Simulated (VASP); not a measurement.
Here is a VASP 6.6.1 calculation.

Contents of INCAR:

```
PREC = Accurate
ENCUT = 520
EDIFF = 1E-7
ISMEAR = -1
SIGMA = 0.05
LREAL = False
LASPH = True
NELM = 100
ALGO = Normal
ISIF = 2
LWAVE = False
LCHARG = True
GGA = PE
LELF = True
LVHAR = True
NBANDS = 21
```

The input KPOINTS:

```
Automatic mesh
0
Gamma
  8 8 8
```

POSCAR

```
Ge
1.0
    0.0000000000      2.8661367691      2.8661367691
    2.8661367691      0.0000000000      2.8661367691
    2.8661367691      2.8661367691      0.0000000000
Ge
2
Direct
    0.7500000000      0.7500000000      0.7500000000
    0.5000000000      0.5000000000      0.5000000000
```

Potentials or basis: VASP PAW PBE potentials, release 64 (Ge_d).

Run with:

```console
$ cat potpaw_PBE.64/Ge_d/POTCAR > POTCAR
$ mpirun -np 1 vasp_std > vasp.out
```

Q: Predict the band gap on the k mesh.

A: Zero (filled and empty bands touch).

Q: Predict the pressure.

A: 0.8 GPa.

**What was measured.**

From “Electronic and optical properties of SixGe1-x-ySny alloys lattice-matched to Ge”, 2021, arxiv:2109.02782, for a bulk crystal of Ge at 293 K: band gap 0.666 eV (indirect).

Measured gap of Ge: 0.666 eV (indirect; 293 K; “Electronic and optical properties of SixGe1-x-ySny alloys lattice-matched to Ge”, 2021, arxiv:2109.02782). This calculation gives 0.00 eV (-0.67 eV). 3 values of this kind are on record (0.666 to 0.807 eV); this one was drawn at random among those near their median. Spin-orbit coupling on Ge is left out. The value is that of PBE on a finite k mesh, which can miss the band edges, without temperature or zero-point motion. Semilocal functionals fall short of measured gaps as a rule.
